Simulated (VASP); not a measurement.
# Se (P6_3/mmc) in VASP: notebook, part 2 of 2

VASP 6.6.1.

## (3) Relaxation of cell and atoms, r2SCAN

This run uses another cell than the first one, of the same volume but with other edges.

POSCAR

```
Se
1.0
    4.5211108812      0.0000000000      0.0000000000
   -2.2605554406      3.9153968765      0.0000000000
    0.0000000000      0.0000000000      5.6835266207
Se
4
Direct
    0.0000000000      0.0000000000      0.2500000000
    0.0000000000      0.0000000000      0.7500000000
    0.3333333333      0.6666666667      0.7500000000
    0.6666666667      0.3333333333      0.2500000000
```

INCAR.step1

```
SYSTEM = Se
PREC     = Accurate       ! precision mode
ENCUT    = 600            ! plane-wave cutoff, eV
ISMEAR   = 0              ! smearing method
SIGMA    = 0.1            ! smearing width, eV
LREAL    = .FALSE.        ! projectors in reciprocal space
LASPH    = .TRUE.         ! aspherical terms in the spheres
NELM     = 100            ! most SCF steps
GGA      = PE             ! functional
ALGO     = Normal         ! electronic algorithm
EDIFF    = 1E-4           ! SCF threshold, eV
LWAVE    = .TRUE.         ! write WAVECAR
LCHARG   = .FALSE.        ! write CHGCAR
```

INCAR.step2

```
SYSTEM = Se
PREC     = Accurate       ! precision mode
ENCUT    = 600            ! plane-wave cutoff, eV
EDIFF    = 1E-6           ! SCF threshold, eV
ISMEAR   = 0              ! smearing method
SIGMA    = 0.1            ! smearing width, eV
LREAL    = .FALSE.        ! projectors in reciprocal space
LASPH    = .TRUE.         ! aspherical terms in the spheres
NELM     = 100            ! most SCF steps
ALGO     = Normal         ! electronic algorithm
ISIF     = 3              ! what is computed and relaxed
LWAVE    = .FALSE.        ! write WAVECAR
LCHARG   = .FALSE.        ! write CHGCAR
METAGGA  = R2SCAN         ! meta-GGA
LMIXTAU  = .TRUE.       
IBRION   = 2              ! ionic algorithm
NSW      = 90             ! ionic steps
EDIFFG   = -0.04          ! ionic threshold
ISTART   = 1
```

KPOINTS

```
regular mesh
0
G
  6 6 4
  0 0 0
```

Potentials or basis: VASP PAW PBE potentials, release 64 (Se).

Command:

```sh
> cat potpaw_PBE.64/Se/POTCAR > POTCAR
> cp INCAR.step1 INCAR
> mpirun -np 1 vasp_std > vasp.out
> cp INCAR.step2 INCAR
> mpirun -np 1 vasp_std > vasp.out
```

Run time: 5.6 min. Hardware: 1 thread of Intel Xeon 6975P-C (Granite Rapids), shared host; peak memory 0.27 GiB.

Results (log left out):

```yaml
Free_energy: -55.1390 eV
Relaxed_volume: 25.02 Å³/atom
Relaxed_cell: a = 4.637 Å, b = 4.637 Å, c = 5.373 Å, α = 90.00°, β = 90.00°, γ = 120.00°
Space_group_after_relaxing_to_0.1_Å: P6_3/mmc (No. 194)
Energy_gained_by_relaxing: 25.4 meV/atom
Ionic_steps: 7
Pressure_after_relaxing: 0.0 GPa
```

The path:
| step | energy change (eV) | largest force (eV/Å) | pressure (GPa) | volume (Å³) |
| --- | --- | --- | --- | --- |
| 1 | 0.0000 | 0.0000 | 1.10 | 100.61 |
| 2 | -0.0626 | 0.0000 | -0.91 | 103.10 |
| 3 | -0.0683 | 0.0000 | -1.58 | 104.02 |
| 4 | -0.0986 | 0.0000 | -0.69 | 101.22 |
| 5 | -0.0988 | 0.0000 | -0.61 | 101.03 |
| 6 | -0.1011 | 0.0000 | 0.22 | 99.68 |
| 7 | -0.1016 | 0.0000 | -0.02 | 100.06 |

Final structure:
```xyz
4
Lattice="4.6372 0.0000 0.0000 -2.3186 4.0159 0.0000 0.0000 0.0000 5.3732" Properties=species:S:1:pos:R:3 pbc="T T T"
Se    0.0000    0.0000    1.3433
Se    0.0000    0.0000    4.0299
Se    0.0000    2.6773    4.0299
Se    2.3186    1.3386    1.3433
```

Levels at points of the mesh, in eV from the Fermi level:
| k point | band 8 | band 9 | band 10 | band 11 | band 12 | band 13 | band 14 | band 15 | band 16 |
| --- | --- | --- | --- | --- | --- | --- | --- | --- | --- |
| (0.00, 0.00, 0.00) | -4.29 | -4.29 | -1.68 | -0.48 | -0.29 | -0.29 | 0.44 | 0.44 | 3.90 |
| (0.50, 0.00, 0.00) | -3.67 | -3.36 | -2.69 | -1.25 | 0.84 | 0.94 | 1.78 | 2.74 | 3.62 |
| (0.00, 0.00, 0.50) | -4.84 | -3.35 | -3.35 | -0.42 | -0.42 | -0.29 | -0.29 | -0.29 | -0.29 |
| (0.50, 0.00, 0.50) | -4.21 | -2.44 | -2.44 | -0.78 | -0.78 | 0.81 | 0.81 | 2.22 | 2.22 |

Caveat: the highest band is partly filled, so the run has too few bands; the PAW data sets were made with another functional, which shifts forces and pressure a little.

## (4) Single point, r2SCAN

This run uses another cell than the first one, of the same volume but with other edges.

POSCAR is that of step 3.

INCAR.step1

```
PREC = Accurate ; ENCUT = 520
ISMEAR = 0 ; SIGMA = 0.1
LREAL = F ; LASPH = T
NELM = 100 ; NBANDS = 20
GGA = PE ; ALGO = Normal
EDIFF = 1E-4 ; LWAVE = T
LCHARG = F
```

INCAR.step2

```
PREC = Accurate ; ENCUT = 520
EDIFF = 1E-6 ; ISMEAR = 0
SIGMA = 0.1 ; LREAL = F
LASPH = T ; NELM = 100
ALGO = Normal ; ISIF = 2
LWAVE = F ; LCHARG = F
METAGGA = R2SCAN ; LMIXTAU = T
NBANDS = 20 ; ISTART = 1
```

KPOINTS

```
Automatic mesh
0
Gamma
  6 6 2
```

Potentials or basis: VASP PAW PBE potentials, release 64 (Se).

Command:

```sh
> cat potpaw_PBE.64/Se/POTCAR > POTCAR
> cp INCAR.step1 INCAR
> mpirun -np 1 vasp_std > vasp.out
> cp INCAR.step2 INCAR
> mpirun -np 1 vasp_std > vasp.out
```

OUTCAR:

```text
PREC = Accurate
   ENCUT = 520
   EDIFF = 1E-6
   ISMEAR = 0
   LREAL = F
   LASPH = T
   NELM = 100
   ISIF = 2
   METAGGA = R2SCAN
   ISTART = 1

 ion  position               nearest neighbor table
   1  0.000  0.000  0.250-   4 2.61   4 2.61   4 2.61
   2  0.000  0.000  0.750-   3 2.61   3 2.61   3 2.61
   3  0.333  0.667  0.750-   2 2.61   2 2.61   2 2.61
   4  0.667  0.333  0.250-   1 2.61   1 2.61   1 2.61

  LATTYP: Found a hexagonal cell.
 ALAT       =     4.5211108812
 C/A-ratio  =     1.2571084342

  Lattice vectors:

 A1 = (   4.5211108812,   0.0000000000,   0.0000000000)
 A2 = (  -2.2605554406,   3.9153968765,   0.0000000000)
 A3 = (   0.0000000000,   0.0000000000,   5.6835266207)

Analysis of symmetry for initial positions (statically):
=====================================================================
 Subroutine PRICEL returns:
 Original cell was already a primitive cell.

 Routine SETGRP: Setting up the symmetry group for a
 hexagonal supercell.

 Subroutine GETGRP returns: Found 24 space group operations
[... 157 lines left out ...]
  free energy    TOTEN  =       -55.46924384 eV

  energy without entropy =      -55.45799429  energy(sigma->0) =      -55.46361907

 E-fermi :   3.5568     XC(G=0):  -9.7853

 val. band max:        3.4486881401   @ k =   0.0000   0.0000   0.5000
 cond. band min:       3.5847195214   @ k =   0.3333   0.1667   0.0000
 fundamental gap:      0.1360313813
 Fermi energy:         3.5567781554

 k-point     1 :       0.0000    0.0000    0.0000
  band No.  band energies     occupation
      1     -13.2812      2.00000
      2     -11.7306      2.00000
      3      -7.7586      2.00000
      4      -6.7144      2.00000
      5      -3.1329      2.00000
      6      -1.9305      2.00000
[... 311 lines left out ...]
     19       9.8181      0.00000
     20       9.8181      0.00000

------------------------ aborting loop because EDIFF is reached ----------------------------------------

  FORCE on cell =-STRESS in cart. coord.  units (eV):
  Direction    XX          YY          ZZ          XY          YZ          ZX
  --------------------------------------------------------------------------------------
  -------------------------------------------------------------------------------------
  Total        0.1675639      0.1675639     -0.1346497      0.0000000      0.0000000      0.0000000
  in kB        2.6684072      2.6684072     -2.1442589      0.0000000      0.0000000      0.0000000
  external PRESSURE =       1.0641852 kB  Pullay stress =       0.0000000 kB

 VOLUME and BASIS-vectors are now :
 -----------------------------------------------------------------------------
  energy-cutoff  :      520.00
  volume of cell :      100.61
      direct lattice vectors                 reciprocal lattice vectors
     4.521110881  0.000000000  0.000000000     0.221184577  0.127700975  0.000000000
    -2.260555441  3.915396877  0.000000000     0.000000000  0.255401951  0.000000000
     0.000000000  0.000000000  5.683526621     0.000000000  0.000000000  0.175947095

 POSITION                                       TOTAL-FORCE (eV/Angst)
 -----------------------------------------------------------------------------------
      0.00000      0.00000      1.42088        -0.000000     -0.000000      0.000000
      0.00000      0.00000      4.26264         0.000000      0.000000      0.000000
     -0.00000      2.61026      4.26264        -0.000000      0.000000      0.000000
      2.26056      1.30513      1.42088         0.000000     -0.000000     -0.000000
 -----------------------------------------------------------------------------------
    total drift:                               -0.000000      0.000000     -0.000000

  FREE ENERGIE OF THE ION-ELECTRON SYSTEM (eV)
  ---------------------------------------------------
  free  energy   TOTEN  =       -55.4692438400 eV

  energy  without entropy=      -55.4579942926  energy(sigma->0) =      -55.46361907
```

It took 48 s on 1 thread of Intel Xeon 6975P-C (Granite Rapids), shared host; peak memory 0.22 GiB.

What came out:

- Free energy: -55.4692 eV
- Pressure: 0.1 GPa
- Band gap on the k mesh: zero (bands 12 and 13 overlap by 2.21 eV)

Stress tensor (GPa, compression positive):
```
 0.27  0.00  0.00
 0.00  0.27  0.00
 0.00  0.00 -0.21
```

Levels at points of the mesh, in eV from the Fermi level:
```csv
k point,band 8,band 9,band 10,band 11,band 12,band 13,band 14,band 15,band 16,band 17
"(0.00, 0.00, 0.00)",-4.68,-4.68,-1.30,-0.91,-0.31,-0.31,0.31,0.31,2.93,5.99
"(0.50, 0.00, 0.00)",-3.62,-3.57,-2.90,-1.35,1.23,1.27,2.30,2.36,3.00,5.39
"(0.00, 0.00, 0.50)",-5.07,-3.79,-3.79,-0.23,-0.23,-0.23,-0.23,-0.11,-0.11,7.85
"(0.50, 0.00, 0.50)",-4.16,-2.65,-2.65,-1.03,-1.03,1.21,1.21,2.63,2.63,7.30
```

Caveat: the k points lie up to 0.55 Å⁻¹ apart, too coarse for converged energies and pressures of a metal; the PAW data sets were made with another functional, which shifts forces and pressure a little.

## (5) The runs side by side

| task | cell | k mesh | cutoff (eV) | gap on the mesh (eV) | pressure (GPa) |
| --- | --- | --- | --- | --- | --- |
| single point | a = 4.647, b = 4.647, c = 5.371 Å, angles 90.0, 90.0, 120.0°, 4 atoms | 6 × 6 × 4 | 520 | none | -0.2 |
| relaxation of cell and atoms | relaxed from a = 4.521, b = 4.521, c = 5.684 Å, angles 90.0, 90.0, 120.0°, 4 atoms | 6 × 6 × 4 | 600 | - | 0.0 |
| single point | a = 4.521, b = 4.521, c = 5.684 Å, angles 90.0, 90.0, 120.0°, 4 atoms | 6 × 6 × 2 | 520 | none | 0.1 |

Alike in all rows: level r2SCAN; potentials or basis VASP PAW PBE potentials, release 64 (Se); no spin polarisation; smearing gaussian 0.1 eV.

Caveats: some runs use coarse meshes; the PAW data sets were made with another functional, which shifts forces and pressure a little; the highest band is partly filled, so the run has too few bands (at least some runs).

Total energies depend on the potentials used, so only differences within one code and one set of settings carry meaning.
